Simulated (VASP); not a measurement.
A run of VASP 6.6.1:

The input INCAR:

```
PREC = Accurate ; ENCUT = 520
EDIFF = 1E-7 ; ISMEAR = 0
SIGMA = 0.02 ; LREAL = Auto
LASPH = T ; NELM = 80
ALGO = Normal ; ISIF = 2
LWAVE = F ; LCHARG = F
GGA = PS ; NELECT = 64.0
NBANDS = 46
```

File KPOINTS:

```
Automatic mesh
0
Gamma
  2 2 2
```

File POSCAR:

```
Al8As8H
1.0
    0.0000000000      5.6758016010     -5.6758016010
    5.6758016010      5.6758016010      0.0000000000
    5.6758016010      0.0000000000     -5.6758016010
Al As H
8 8 1
Direct
    0.4998719475      0.0016040025      0.4937700781
    0.5223942288      0.4812742220      0.5003728459
   -0.0142456530      0.0503279572      0.4833959488
   -0.0104605489      0.5176650289      0.4876370237
    0.5109068646     -0.0125598118      0.0082078274
    0.5024525522      0.4988979882      0.0003699918
   -0.0039617311      0.0011020470     -0.0023628381
    0.0030350779      0.4799936100      0.0204375537
    0.1366941719      0.1071920837      0.1246299729
    0.1286353103      0.6287348908      0.1171111231
    0.6256889775      0.1270931493      0.1233990455
    0.6315740493      0.6145612982      0.1289081352
    0.1249868388      0.1420633695      0.6227524759
    0.1490092606      0.5716720259      0.6469568984
    0.6266120189      0.1084475010      0.6339586464
    0.6190721147      0.6293444964      0.6265399586
    1.1197058930      0.7901753471      0.6225909129
```

Potentials or basis: VASP PAW PBE potentials, release 64 (Al, As, H).

Launch:

```console
$ cat potpaw_PBE.64/Al/POTCAR potpaw_PBE.64/As/POTCAR potpaw_PBE.64/H/POTCAR > POTCAR
$ mpirun -np 1 vasp_std > vasp.out
```

Hardware: 1 thread of Intel Xeon 8259CL, with other jobs on the host.

Q: Estimate the wall time of this run.

A: Wall time 5.6 min on 1 thread of Intel Xeon 8259CL (shared host), peak memory 0.51 GiB. Counts: scf iterations 16, k points 8.
